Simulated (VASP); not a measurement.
# ScNb (P-6m2) in VASP: a series of runs

Runs on ScNb. Level: LDA. Tasks: single point.

Program: VASP 6.6.1. These are calculated values, not measurements. Logs are shortened: lines on timing, memory, paths and dates and some standing lists are left out, and cuts for length are marked.

## 1. The cell of the first run

It takes space group P-6m2 (No. 187, hexagonal). The conventional cell has a = 3.066 Å, b = 3.066 Å, c = 5.643 Å, α = 90.00°, β = 90.00°, γ = 120.00°. Within 4.0 Å of Sc (site symmetry -6m2) lie 6 Sc at 3.07 Å and 6 Nb at 3.33 Å. Within 4.0 Å of Nb (site symmetry -6m2) lie 6 Nb at 3.07 Å and 6 Sc at 3.33 Å.

## 2. Single point, LDA (strain +0.1125 x Voigt [0, 0, 1, 0, 0, 0])

INCAR

```
SYSTEM = ScNb
PREC     = Accurate       ! precision mode
ENCUT    = 520            ! plane-wave cutoff, eV
EDIFF    = 1E-6           ! SCF threshold, eV
ISMEAR   = 0              ! smearing method
SIGMA    = 0.15           ! smearing width, eV
LREAL    = .False.        ! projectors in reciprocal space
LASPH    = .True.         ! aspherical terms in the spheres
NELM     = 80             ! most SCF steps
ALGO     = Fast           ! electronic algorithm
ISIF     = 2              ! what is computed and relaxed
LWAVE    = .False.        ! write WAVECAR
LCHARG   = .False.        ! write CHGCAR
GGA      = CA             ! functional
NBANDS   = 19             ! bands
```

KPOINTS

```
Automatic mesh
0
Gamma
  18 18 10
  0 0 0
```

POSCAR

```
ScNb
1.0
    3.0656443612      0.0000000000      0.0000000000
   -1.5328221806      2.6549258957      0.0000000000
    0.0000000000      0.0000000000      5.6428158250
Sc Nb
1 1
Direct
    0.0000000000      0.0000000000      0.0000000000
    0.3333333333      0.6666666667      0.5000000000
```

Potentials or basis: VASP PAW LDA potentials, release 64 (Sc_sv, Nb_sv).

Run with:

```console
$ cat potpaw_LDA.64/Sc_sv/POTCAR potpaw_LDA.64/Nb_sv/POTCAR > POTCAR
$ mpirun -np 1 vasp_std > vasp.out
```

OUTCAR:

```text
SYSTEM = ScNb
   PREC = Accurate
   ENCUT = 520
   EDIFF = 1E-6
   ISMEAR = 0
   LREAL = .False.
   LASPH = .True.
   NELM = 80
   ISIF = 2
   GGA = CA

 ion  position               nearest neighbor table
   1  0.000  0.000  0.000-
   2  0.333  0.667  0.500-

  LATTYP: Found a hexagonal cell.
 ALAT       =     3.0656443612
 C/A-ratio  =     1.8406622426

  Lattice vectors:

 A1 = (   3.0656443612,   0.0000000000,   0.0000000000)
 A2 = (  -1.5328221806,   2.6549258957,   0.0000000000)
 A3 = (   0.0000000000,   0.0000000000,   5.6428158250)

Analysis of symmetry for initial positions (statically):
=====================================================================
 Subroutine PRICEL returns:
 Original cell was already a primitive cell.

 Routine SETGRP: Setting up the symmetry group for a
 hexagonal supercell.

 Subroutine GETGRP returns: Found 12 space group operations
 (whereof 12 operations were pure point group operations)
 out of a pool of 24 trial point group operations.

The static configuration has the point symmetry D_3h.

Analysis of symmetry for dynamics (positions and initial velocities):
=====================================================================
 Subroutine PRICEL returns:
 Original cell was already a primitive cell.

 Routine SETGRP: Setting up the symmetry group for a
 hexagonal supercell.

 Subroutine GETGRP returns: Found 12 space group operations
 (whereof 12 operations were pure point group operations)
 out of a pool of 24 trial point group operations.

The dynamic configuration has the point symmetry D_3h.

 Subroutine INISYM returns: Found 12 space group operations
 (whereof 12 operations are pure point group operations),
 and found     1 'primitive' translations

----------------------------------------------------------------------------------------

                                     Primitive cell

  volume of cell :      45.9272

  direct lattice vectors                    reciprocal lattice vectors
     3.065644361  0.000000000  0.000000000     0.326195697  0.188329174  0.000000000
    -1.532822181  2.654925896  0.000000000     0.000000000  0.376658347  0.000000000
     0.000000000  0.000000000  5.642815825     0.000000000  0.000000000  0.177216487

  length of vectors
     3.065644361  3.065644361  5.642815825     0.376658347  0.376658347  0.177216487

  position of ions in fractional coordinates (direct lattice)
     0.000000000  0.000000000  0.000000000
     0.333333333  0.666666667  0.500000000

  ion indices of the primitive-cell ions
   primitive index   ion index
                 1           1
                 2           2

----------------------------------------------------------------------------------------

 KPOINTS: Automatic mesh

Automatic generation of k-mesh.
 Grid dimensions read from file:
 generate k-points for:   18   18   10

 Generating k-lattice:

  Cartesian coordinates                     Fractional coordinates (reciprocal lattice)
     0.018121983  0.010462732  0.000000000     0.055555556  0.000000000  0.000000000
     0.000000000  0.020925464  0.000000000     0.000000000  0.055555556  0.000000000
     0.000000000  0.000000000  0.017721649     0.000000000  0.000000000  0.100000000

  Length of vectors
     0.020925464  0.020925464  0.017721649

  Shift w.r.t. Gamma in fractional coordinates (k-lattice)
     0.000000000  0.000000000  0.000000000

 Subroutine IBZKPT returns following result:
 ===========================================

 Found    222 irreducible k-points:

 Following reciprocal coordinates:
            Coordinates               Weight
  0.000000  0.000000  0.000000      1.000000
  0.055556  0.000000  0.000000      6.000000
  0.111111  0.000000  0.000000      6.000000
  0.166667  0.000000  0.000000      6.000000
  0.222222  0.000000  0.000000      6.000000
  0.277778  0.000000  0.000000      6.000000
[... 16 lines left out ...]
  0.333333  0.111111  0.000000     12.000000
  0.388889  0.111111  0.000000     12.000000
 [... further k-points ...]
   k-points           NKPTS =    222   k-points in BZ     NKDIM =    222   number of bands    NBANDS=     19
   number of dos      NEDOS =    301   number of ions     NIONS =      2
   total plane-waves  NPLWV =  24192
   dimension x,y,z NGX =    24 NGY =   24 NGZ =   42
   dimension x,y,z NGXF=    48 NGYF=   48 NGZF=   84
   ions per type =               1   1
   NGX,Y,Z   is equivalent  to a cutoff of  13.01, 13.01, 12.37 a.u.
   NGXF,Y,Z  is equivalent  to a cutoff of  26.03, 26.03, 24.75 a.u.
 SYSTEM =  ScNb
   PREC   = accura    normal or accurate (medium, high low for compatibility)
   ISTART =      0    job   : 0-new  1-cont  2-samecut
   ICHARG =      2    charge: 1-file 2-atom 10-const
   ISPIN  =      1    spin polarized calculation?
   LNONCOLLINEAR =      F non collinear calculations
   LSORBIT =      F    spin-orbit coupling
   LASPH  =      T    aspherical Exc in radial PAW
   ENCUT  =  520.0 eV  38.22 Ry    6.18 a.u.   5.70  5.70 10.49*2*pi/ulx,y,z
   NELM   =     80;   NELMIN=  2; NELMDL= -5     # of ELM steps
   EDIFF  = 0.1E-05   stopping-criterion for ELM
   LREAL  =      F    real-space projection
   EDIFFG = 0.1E-04   stopping-criterion for IOM
   NSW    =      0    number of steps for IOM
   IBRION =     -1    ionic relax: 0-MD 1-quasi-New 2-CG
   NFREE  =      0    steps in history (QN), initial steepest desc. (CG)
   ISIF   =      2    stress and relaxation
   ISYM   =      2    0-nonsym 1-usesym 2-fastsym
   POTIM  = 0.5000    time-step for ionic-motion
   TEBEG  =    0.0;   TEEND  =   0.0 temperature during run
   PSTRESS=    0.0 pullay stress
   NELECT =      24.0000    total number of electrons
   NUPDOWN=      -1.0000    fix difference up-down
   EMIN   =  10.00;   EMAX   =-10.00  energy-range for DOS
   EFERMI =   0.00;   METHOD = LEGACY
   ISMEAR =     0;   SIGMA  =   0.15  broadening in eV -4-tet -1-fermi 0-gaus
   EFERMI_NEDOS =   21; number of points for ismear=-14 and -15
   IALGO  =     68    algorithm
   IMIX   =      4    mixing-type and parameters
     AMIX     =   0.40;   BMIX     =  1.00
     AMIX_MAG =   1.60;   BMIX_MAG =  1.00
  volume/ion in A,a.u.               =      22.96       154.97
  Fermi-wavevector in a.u.,A,eV,Ry     =   1.318627  2.491843 23.657492  1.738777
  Thomas-Fermi vector in A             =   2.448583
   LORBIT       =      0    0 simple, 1 ext, 2 COOP (PROOUT), +10 PAW based schemes
   GGA     = CA    functional components
   LHFCALC =     F    Hartree Fock is set to
   AEXX    =    0.0000 exact exchange contribution
   IVDW    =     0    specifies the selected vdW correction
   LEPSILON=     F    determine dielectric tensor
   LRPA    =     F    only Hartree local field effects (RPA)
 non-spin polarized calculation
 RMM-DIIS sequential band-by-band and
 Gauss-broadening in eV      SIGMA  =   0.15
  energy-cutoff  :      520.00
  volume of cell :       45.93
 maximum number of plane-waves:      1254
 NGX is ok and might be reduce to    24
   NGX = 11   NGY = 11   NGZ = 21

 number of electron      24.0000002 magnetization

 Free energy of the ion-electron system (eV)
  ---------------------------------------------------
  ext. energy  EPLUGINS =         0.00000000
  ---------------------------------------------------
  free energy    TOTEN  =       -17.08243025 eV

  energy without entropy =      -17.05179824  energy(sigma->0) =      -17.06711424

 E-fermi :   6.0093     XC(G=0): -10.9620

 val. band max:        6.0042854106   @ k =   0.3889   0.2222   0.1000
 cond. band min:       6.0162943779   @ k =   0.4444   0.0000   0.0000
 fundamental gap:      0.0120089673
 Fermi energy:         6.0093486867

 k-point     1 :       0.0000    0.0000    0.0000
  band No.  band energies     occupation
      1     -48.5603      2.00000
      2     -42.7082      2.00000
      3     -24.8123      2.00000
      4     -24.3233      2.00000
      5     -24.3233      2.00000
      6     -21.6563      2.00000
[... 11 lines left out ...]
     18       8.4670      0.00000
     19       9.7361      0.00000

 k-point     2 :       0.0556    0.0000    0.0000
  band No.  band energies     occupation
      1     -48.5575      2.00000
      2     -42.7056      2.00000
      3     -24.8089      2.00000
      4     -24.3451      2.00000
      5     -24.3283      2.00000
      6     -21.6541      2.00000
[... 11 lines left out ...]
     18       8.4179      0.00000
     19       9.8517      0.00000

 k-point     3 :       0.1111    0.0000    0.0000
  band No.  band energies     occupation
      1     -48.5496      2.00000
      2     -42.6979      2.00000
      3     -24.7991      2.00000
      4     -24.4074      2.00000
      5     -24.3427      2.00000
      6     -21.6477      2.00000
[... 11 lines left out ...]
     18       8.2860      0.00000
     19      10.1274      0.00000

 k-point     4 :       0.1667    0.0000    0.0000
  band No.  band energies     occupation
      1     -48.5375      2.00000
      2     -42.6860      2.00000
      3     -24.7841      2.00000
      4     -24.5020      2.00000
      5     -24.3647      2.00000
      6     -21.6379      2.00000
[... 11 lines left out ...]
     18       8.3843      0.00000
     19       9.7976      0.00000

 k-point     5 :       0.2222    0.0000    0.0000
  band No.  band energies     occupation
      1     -48.5226      2.00000
      2     -42.6714      2.00000
      3     -24.7656      2.00000
      4     -24.6164      2.00000
      5     -24.3916      2.00000
      6     -21.6272      2.00000
[... 11 lines left out ...]
     18       8.7624      0.00000
     19       9.8136      0.00000
[... 334 lines left out ...]
      2     -42.6511      2.00000
      3     -24.7485      2.00000
      4     -24.7397      2.00000
      5     -24.4542      2.00000
      6     -21.7342      2.00000
[... 11 lines left out ...]
     18       9.4832      0.00000
     19       9.6251      0.00000

 k-point    22 :       0.2778    0.1111    0.0000
  band No.  band energies     occupation
      1     -48.4876      2.00000
      2     -42.6373      2.00000
      3     -24.8443      2.00000
      4     -24.7222      2.00000
      5     -24.4881      2.00000
      6     -21.8119      2.00000
[... 11 lines left out ...]
     18       9.5813      0.00000
     19       9.9976      0.00000

 k-point    23 :       0.3333    0.1111    0.0000
  band No.  band energies     occupation
      1     -48.4760      2.00000
      2     -42.6260      2.00000
      3     -24.9216      2.00000
      4     -24.7079      2.00000
      5     -24.5156      2.00000
      6     -21.8745      2.00000
[... 11 lines left out ...]
     18       9.8385      0.00000
     19      10.5445      0.00000

 k-point    24 :       0.3889    0.1111    0.0000
  band No.  band energies     occupation
      1     -48.4684      2.00000
      2     -42.6187      2.00000
      3     -24.9716      2.00000
      4     -24.6986      2.00000
      5     -24.5335      2.00000
      6     -21.9152      2.00000
[... 11 lines left out ...]
     18       9.9971      0.00000
     19      11.0347      0.00000

 [... further k-points ...]

------------------------ aborting loop because EDIFF is reached ----------------------------------------

  FORCE on cell =-STRESS in cart. coord.  units (eV):
  Direction    XX          YY          ZZ          XY          YZ          ZX
  --------------------------------------------------------------------------------------
  -------------------------------------------------------------------------------------
  Total       -3.4044397     -3.4044397     -5.8276374      0.0000000      0.0000000      0.0000000
  in kB     -118.7643707   -118.7643707   -203.2979754      0.0000000      0.0000000      0.0000000
  external PRESSURE =    -146.9422390 kB  Pullay stress =       0.0000000 kB

 VOLUME and BASIS-vectors are now :
 -----------------------------------------------------------------------------
  energy-cutoff  :      520.00
  volume of cell :       45.93
      direct lattice vectors                 reciprocal lattice vectors
     3.065644361  0.000000000  0.000000000     0.326195697  0.188329174  0.000000000
    -1.532822181  2.654925896  0.000000000     0.000000000  0.376658347  0.000000000
     0.000000000  0.000000000  5.642815825     0.000000000  0.000000000  0.177216487

 POSITION                                       TOTAL-FORCE (eV/Angst)
 -----------------------------------------------------------------------------------
      0.00000      0.00000      0.00000        -0.000000      0.000000      0.000000
     -0.00000      1.76995      2.82141         0.000000     -0.000000      0.000000
 -----------------------------------------------------------------------------------
    total drift:                                0.000000     -0.000000     -0.000000

  FREE ENERGIE OF THE ION-ELECTRON SYSTEM (eV)
  ---------------------------------------------------
  free  energy   TOTEN  =       -17.0824302479 eV

  energy  without entropy=      -17.0517982403  energy(sigma->0) =      -17.06711424
```

Wall time 9 min (1 thread of Intel Xeon Platinum 8259CL at 2.50GHz (Skylake/Cascade Lake), shared host); peak memory 0.3 GiB.

Results:

```yaml
Free_energy: -17.0824 eV
Pressure: -14.7 GPa
Band_gap_on_the_k_mesh: zero (bands 12 and 13 overlap by 0.78 eV)
```

Stress tensor (GPa, compression positive):
```
-11.88   0.00   0.00
  0.00 -11.88   0.00
  0.00   0.00 -20.33
```

Caveat: the cell differs from its parent crystal (strain +0.1125 x Voigt [0, 0, 1, 0, 0, 0]); the cell stands under tension.

## 3. Single point, LDA (strain +0.1312 x Voigt [0, 0, 1, 0, 0, 0])

INCAR

```
  ALGO = Fast
  EDIFF = 1E-6
  ENCUT = 520
  ISIF = 2
  ISMEAR = 0
  LASPH = T
  LCHARG = T
  LELF = T
  LREAL = F
  LVHAR = T
  LWAVE = F
  NBANDS = 19
  NELM = 80
  PREC = Accurate
  SIGMA = 0.15
```

KPOINTS

```
k-points
0
Gamma
  18 18 10
```

Edit POSCAR of step 2 so:

```diff
@@ -4,3 +4,3 @@
    -1.5328221806      2.6549258957      0.0000000000
-    0.0000000000      0.0000000000      5.6428158250
+    0.0000000000      0.0000000000      5.7376658528
 Sc Nb
```

Potentials or basis: VASP PAW LDA potentials, release 64 (Sc_sv, Nb_sv).

Run with:

```console
$ cat potpaw_LDA.64/Sc_sv/POTCAR potpaw_LDA.64/Nb_sv/POTCAR > POTCAR
$ mpirun -np 1 vasp_std > vasp.out
```

Run time: 10 min. Hardware: 1 thread of Intel Xeon Platinum 8259CL at 2.50GHz (Skylake/Cascade Lake), shared host; peak memory 0.31 GiB.

The run converged. Its results:

```
Free energy            : -16.9819 eV
Pressure               : -15.4 GPa
Band gap on the k mesh : zero (bands 12 and 13 overlap by 0.71 eV)
```

Stress tensor (GPa, compression positive):
```
-12.31   0.00   0.00
  0.00 -12.31   0.00
  0.00   0.00 -21.54
```

Levels at points of the mesh, in eV from the Fermi level:
| k point | band 10 | band 11 | band 12 | band 13 | band 14 | band 15 |
| --- | --- | --- | --- | --- | --- | --- |
| (0.00, 0.00, 0.00) | -2.82 | -0.15 | 0.14 | 0.58 | 0.58 | 1.82 |
| (0.50, 0.00, 0.00) | -1.83 | -1.46 | 0.05 | 0.42 | 1.07 | 1.34 |
| (0.00, 0.00, 0.50) | -3.84 | -1.04 | 0.31 | 0.54 | 0.54 | 1.63 |
| (0.50, 0.00, 0.50) | -2.29 | -0.97 | -0.57 | 1.56 | 1.58 | 1.84 |

Caveat: the cell differs from its parent crystal (strain +0.1312 x Voigt [0, 0, 1, 0, 0, 0]); the cell stands under tension.

## 4. Single point, LDA (strain +0.1500 x Voigt [0, 0, 1, 0, 0, 0])

INCAR

```
PREC = Accurate
ENCUT = 520
EDIFF = 1E-6
ISMEAR = 0
SIGMA = 0.15
LREAL = False
LASPH = True
NELM = 80
ALGO = Fast
ISIF = 2
LWAVE = False
LCHARG = True
LELF = True
LVHAR = True
NBANDS = 19
```

KPOINTS

```
regular mesh
0
Gamma
  18 18 10
```

Edit POSCAR of step 3 so:

```diff
@@ -4,3 +4,3 @@
    -1.5328221806      2.6549258957      0.0000000000
-    0.0000000000      0.0000000000      5.7376658528
+    0.0000000000      0.0000000000      5.8330231000
 Sc Nb
```

Run with:

```console
$ cat potpaw_LDA.64/Sc_sv/POTCAR potpaw_LDA.64/Nb_sv/POTCAR > POTCAR
$ mpirun -np 1 vasp_std > vasp.out
```

It took 10 min on 1 thread of Intel Xeon Platinum 8259CL at 2.50GHz (Skylake/Cascade Lake), shared host; peak memory 0.32 GiB.

It converged, with:

```yaml
Free_energy: -16.8756 eV
Pressure: -16.0 GPa
Band_gap_on_the_k_mesh: zero (bands 12 and 13 overlap by 0.64 eV)
```

Stress tensor (GPa, compression positive):
```
-12.71   0.00   0.00
  0.00 -12.71   0.00
  0.00   0.00 -22.44
```

Levels at points of the mesh, in eV from the Fermi level:
| k point | band 8 | band 9 | band 10 | band 11 | band 12 | band 13 | band 14 | band 15 | band 16 | band 17 |
| --- | --- | --- | --- | --- | --- | --- | --- | --- | --- | --- |
| (0.00, 0.00, 0.00) | -27.47 | -5.31 | -2.84 | -0.26 | 0.05 | 0.57 | 0.57 | 1.80 | 1.80 | 2.50 |
| (0.50, 0.00, 0.00) | -27.59 | -2.55 | -1.81 | -1.43 | 0.07 | 0.37 | 1.04 | 1.39 | 3.55 | 4.42 |
| (0.00, 0.00, 0.50) | -27.47 | -4.33 | -3.86 | -1.08 | 0.25 | 0.54 | 0.54 | 1.64 | 1.64 | 2.86 |
| (0.50, 0.00, 0.50) | -27.59 | -2.57 | -2.24 | -0.95 | -0.59 | 1.55 | 1.57 | 1.85 | 2.81 | 3.66 |

Caveat: the cell differs from its parent crystal (strain +0.1500 x Voigt [0, 0, 1, 0, 0, 0]); the cell stands under tension.

## 5. The runs side by side

```csv
cell,gap on the mesh (eV),pressure (GPa)
"a = 3.066, b = 3.066, c = 5.643 Å, angles 90.0, 90.0, 120.0°, 2 atoms",none,-14.7
"a = 3.066, b = 3.066, c = 5.738 Å, angles 90.0, 90.0, 120.0°, 2 atoms",none,-15.4
"a = 3.066, b = 3.066, c = 5.833 Å, angles 90.0, 90.0, 120.0°, 2 atoms",none,-16.0
```

Alike in all rows: task single point; level LDA; potentials or basis VASP PAW LDA potentials, release 64 (Sc_sv, Nb_sv); no spin polarisation; k mesh 18 × 18 × 10; cutoff (eV) 520; smearing gaussian 0.15 eV.

Caveats: the cell stands under tension.

Absolute energies hang on the potentials; compare differences alone.
